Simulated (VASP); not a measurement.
# W (Im-3m) in VASP: a series of runs, part 2 of 2

VASP 6.6.1. The steps go on from the part before.

### 3 Single point, PBE, non-collinear spin, zero start, spin-orbit coupling

INCAR reads:

```
SYSTEM = W
  PREC = Accurate
  ENCUT = 520
  EDIFF = 1E-7
  ISMEAR = -1
  SIGMA = 0.05
  LREAL = .FALSE.
  LASPH = .TRUE.
  NELM = 150
  ALGO = Normal
  ISIF = 2
  LWAVE = .FALSE.
  LCHARG = .FALSE.
  LNONCOLLINEAR = .TRUE.
  MAGMOM = 0 0 0
  LORBIT = 11
  LSORBIT = .TRUE.
  GGA_COMPAT = .FALSE.
  LORBMOM = .TRUE.
  LMAXMIX = 4
  GGA = PE
  NBANDS = 25
```

KPOINTS reads:

```
regular mesh
0
G
  18 18 18
  0 0 0
```

POSCAR reads:

```
W
1.0
   -1.5926060044      1.5926060044      1.5926060044
    1.5926060044     -1.5926060044      1.5926060044
    1.5926060044      1.5926060044     -1.5926060044
W
1
Direct
    0.0000000000      0.0000000000      0.0000000000
```

Potentials or basis: VASP PAW PBE potentials, release 64 (W_sv).

On the command line:

```
$ cat potpaw_PBE.64/W_sv/POTCAR > POTCAR
$ mpirun -np 1 vasp_ncl > vasp.out
```

OUTCAR:

```text
SYSTEM = W
   PREC = Accurate
   ENCUT = 520
   EDIFF = 1E-7
   ISMEAR = -1
   LREAL = .FALSE.
   LASPH = .TRUE.
   NELM = 150
   ISIF = 2
   LNONCOLLINEAR = .TRUE.
   LORBIT = 11
   LSORBIT = .TRUE.
   GGA = PE

 ion  position               nearest neighbor table
   1  0.000  0.000  0.000-

  LATTYP: Found a body centered cubic cell.
 ALAT       =     3.1852120088

  Lattice vectors:

 A1 = (  -1.5926060044,   1.5926060044,   1.5926060044)
 A2 = (   1.5926060044,  -1.5926060044,   1.5926060044)
 A3 = (   1.5926060044,   1.5926060044,  -1.5926060044)

Analysis of symmetry for initial positions (statically):
=====================================================================
 Subroutine PRICEL returns:
 Original cell was already a primitive cell.

 Routine SETGRP: Setting up the symmetry group for a
 body centered cubic supercell.

 Subroutine GETGRP returns: Found 48 space group operations
 (whereof 48 operations were pure point group operations)
 out of a pool of 48 trial point group operations.

The static configuration has the point symmetry O_h .

Analysis of symmetry for dynamics (positions and initial velocities):
=====================================================================
 Subroutine PRICEL returns:
 Original cell was already a primitive cell.

 Routine SETGRP: Setting up the symmetry group for a
 body centered cubic supercell.

 Subroutine GETGRP returns: Found 48 space group operations
 (whereof 48 operations were pure point group operations)
 out of a pool of 48 trial point group operations.

The dynamic configuration has the point symmetry O_h .

Analysis of structural, dynamic, and magnetic symmetry:
=====================================================================
 Subroutine PRICEL returns:
 Original cell was already a primitive cell.

 Routine SETGRP: Setting up the symmetry group for a
 body centered cubic supercell.

 Subroutine GETGRP returns: Found 48 space group operations
 (whereof 48 operations were pure point group operations)
 out of a pool of 48 trial point group operations.

The overall configuration has the point symmetry O_h .

 Subroutine INISYM returns: Found 48 space group operations
 (whereof 48 operations are pure point group operations),
 and found     1 'primitive' translations

----------------------------------------------------------------------------------------

                                     Primitive cell

  volume of cell :      16.1579

  direct lattice vectors                    reciprocal lattice vectors
    -1.592606004  1.592606004  1.592606004     0.000000000  0.313950844  0.313950844
     1.592606004 -1.592606004  1.592606004     0.313950844  0.000000000  0.313950844
     1.592606004  1.592606004 -1.592606004     0.313950844  0.313950844  0.000000000

  length of vectors
     2.758474516  2.758474516  2.758474516     0.443993542  0.443993542  0.443993542

  position of ions in fractional coordinates (direct lattice)
     0.000000000  0.000000000  0.000000000

[... 98 lines left out ...]
  Thomas-Fermi vector in A             =   2.663883
   LORBIT       =     11    0 simple, 1 ext, 2 COOP (PROOUT), +10 PAW based schemes
   GGA     = PE    functional components
   LHFCALC =     F    Hartree Fock is set to
   AEXX    =    0.0000 exact exchange contribution
   IVDW    =     0    specifies the selected vdW correction
   LEPSILON=     F    determine dielectric tensor
   LRPA    =     F    only Hartree local field effects (RPA)
  energy-cutoff  :      520.00
  volume of cell :       16.16
 maximum number of plane-waves:       932
 NGX is ok and might be reduce to    24
   NGX = 11   NGY = 11   NGZ = 11

 number of electron      14.0000000 magnetization       0.0000000      0.0000000      0.0000000

 number of electron      14.0000002 magnetization       0.0000000     -0.0000000     -0.0000000

 number of electron      14.0000002 magnetization      -0.0000000      0.0000000      0.0000000

 Free energy of the ion-electron system (eV)
  ---------------------------------------------------
  ext. energy  EPLUGINS =         0.00000000
  ---------------------------------------------------
  free energy    TOTEN  =       -13.77768575 eV

  energy without entropy =      -13.77339025  energy(sigma->0) =      -13.77553800

 E-fermi :  11.1433     XC(G=0): -13.5307

 val. band max:       11.1220306841   @ k =  -0.3889   0.4444   0.2778
 cond. band min:      11.1561030620   @ k =  -0.2222   0.2778   0.1111
 fundamental gap:      0.0340723779
 Fermi energy:        11.1433368782

 k-point     1 :       0.0000    0.0000    0.0000
  band No.  band energies     occupation
      1     -63.0415      1.00000
      2     -63.0415      1.00000
      3     -32.7288      1.00000
      4     -32.7288      1.00000
      5     -23.7289      1.00000
      6     -23.7289      1.00000
[... 661 lines left out ...]
     24      23.6533      0.00000
     25      27.7790      0.00000

 [... further k-points ...]

------------------------ aborting loop because EDIFF is reached ----------------------------------------

  FORCE on cell =-STRESS in cart. coord.  units (eV):
  Direction    XX          YY          ZZ          XY          YZ          ZX
  --------------------------------------------------------------------------------------
  -------------------------------------------------------------------------------------
  Total        0.1057614      0.1057614      0.1057614     -0.0000000      0.0000000     -0.0000000
  in kB       10.4870403     10.4870403     10.4870403     -0.0000000      0.0000000     -0.0000000
  external PRESSURE =      10.4870403 kB  Pullay stress =       0.0000000 kB

 VOLUME and BASIS-vectors are now :
 -----------------------------------------------------------------------------
  energy-cutoff  :      520.00
  volume of cell :       16.16
      direct lattice vectors                 reciprocal lattice vectors
    -1.592606004  1.592606004  1.592606004     0.000000000  0.313950844  0.313950844
     1.592606004 -1.592606004  1.592606004     0.313950844  0.000000000  0.313950844
     1.592606004  1.592606004 -1.592606004     0.313950844  0.313950844  0.000000000

 POSITION                                       TOTAL-FORCE (eV/Angst)
 -----------------------------------------------------------------------------------
      0.00000      0.00000      0.00000        -0.000000      0.000000      0.000000
 -----------------------------------------------------------------------------------
    total drift:                                0.000000      0.000000     -0.000000

  FREE ENERGIE OF THE ION-ELECTRON SYSTEM (eV)
  ---------------------------------------------------
  free  energy   TOTEN  =       -13.7776857466 eV

  energy  without entropy=      -13.7733902506  energy(sigma->0) =      -13.77553800

 orbital moment (x)

 # of ion     p       d       tot
 ----------------------------------------
  1         0.000  -0.000  -0.000
 ----------------------------------------
            0.000  -0.000  -0.000

 orbital moment (y)

 # of ion     p       d       tot
 ----------------------------------------
  1         0.000  -0.000  -0.000
 ----------------------------------------
            0.000  -0.000  -0.000

 orbital moment (z)

 # of ion     p       d       tot
 ----------------------------------------
  1         0.000   0.000   0.000
 ----------------------------------------
            0.000   0.000   0.000

 Spin-Orbit-Coupling matrix elements

 Ion:    1  E_soc:     -1.6371763
 l=   1
     0.0000000    -0.2287113    -0.2287113
    -0.2287113     0.0000000    -0.2287113
    -0.2287113    -0.2287113     0.0000000
 l=   2
     0.0000000    -0.0115275     0.0000000    -0.0115275    -0.0326239
    -0.0115275     0.0000000    -0.0244679    -0.0115275    -0.0081560
     0.0000000    -0.0244679     0.0000000    -0.0244679     0.0000000
    -0.0115275    -0.0115275    -0.0244679     0.0000000    -0.0081560
    -0.0326239    -0.0081560     0.0000000    -0.0081560     0.0000000
 l=   3
     0.0000000     0.0000000     0.0000000     0.0000000     0.0000000     0.0000000     0.0000000
     0.0000000     0.0000000     0.0000000     0.0000000     0.0000000     0.0000000     0.0000000
     0.0000000     0.0000000     0.0000000     0.0000000     0.0000000     0.0000000     0.0000000
     0.0000000     0.0000000     0.0000000     0.0000000     0.0000000     0.0000000     0.0000000
     0.0000000     0.0000000     0.0000000     0.0000000     0.0000000     0.0000000     0.0000000
     0.0000000     0.0000000     0.0000000     0.0000000     0.0000000     0.0000000     0.0000000
     0.0000000     0.0000000     0.0000000     0.0000000     0.0000000     0.0000000     0.0000000

 total charge

# of ion       s       p       d       tot
------------------------------------------
    1        2.397   6.335   3.335  12.067

 magnetization (x)

# of ion       s       p       d       tot
------------------------------------------
    1       -0.000   0.000   0.000  -0.000

 magnetization (y)

# of ion       s       p       d       tot
------------------------------------------
    1        0.000  -0.000  -0.000  -0.000

 magnetization (z)

# of ion       s       p       d       tot
------------------------------------------
    1        0.000  -0.000   0.000   0.000
```

OSZICAR:

```text
N       E                     dE             d eps       ncg     rms          rms(c)
DAV:   1     0.139360449987E+03    0.13936E+03   -0.74080E+03  9798   0.130E+03
DAV:   2    -0.955598392898E+01   -0.14892E+03   -0.14318E+03 10922   0.409E+02
DAV:   3    -0.143802857426E+02   -0.48243E+01   -0.47657E+01 10833   0.736E+01
DAV:   4    -0.144149292863E+02   -0.34644E-01   -0.34633E-01 11103   0.649E+00
DAV:   5    -0.144153029494E+02   -0.37366E-03   -0.37366E-03 10741   0.648E-01    0.201E+01
DAV:   6    -0.139076396807E+02    0.50766E+00   -0.46814E-01 10666   0.918E+00    0.797E+00
DAV:   7    -0.137820309725E+02    0.12561E+00   -0.23177E-01 11334   0.600E+00    0.191E+00
DAV:   8    -0.137797678638E+02    0.22631E-02   -0.37433E-03 10108   0.685E-01    0.484E-01
DAV:   9    -0.137776798751E+02    0.20880E-02   -0.12894E-03 10760   0.507E-01    0.617E-02
DAV:  10    -0.137776904329E+02   -0.10558E-04   -0.37620E-05 11067   0.784E-02    0.457E-02
DAV:  11    -0.137776857607E+02    0.46722E-05   -0.73200E-06 10825   0.382E-02    0.736E-03
DAV:  12    -0.137776857466E+02    0.14050E-07   -0.20609E-07  9444   0.510E-03
   1 F= -.13777686E+02 E0= -.13775538E+02  d E =-.429550E-02  mag=    -0.0000     0.0000     0.0000
```

It took 56 s on 1 thread of Intel Xeon 6975P-C (Granite Rapids), shared host; peak memory 0.27 GiB.

Results:

- Free energy: -13.7777 eV
- Pressure: 1.0 GPa
- Net moment: 0.00 μB per cell
- Valence electrons inside the program's atomic spheres: W 12.07

Moments on the atoms (μB; x, y, z):
```
W   0.00 0.00 0.00
```
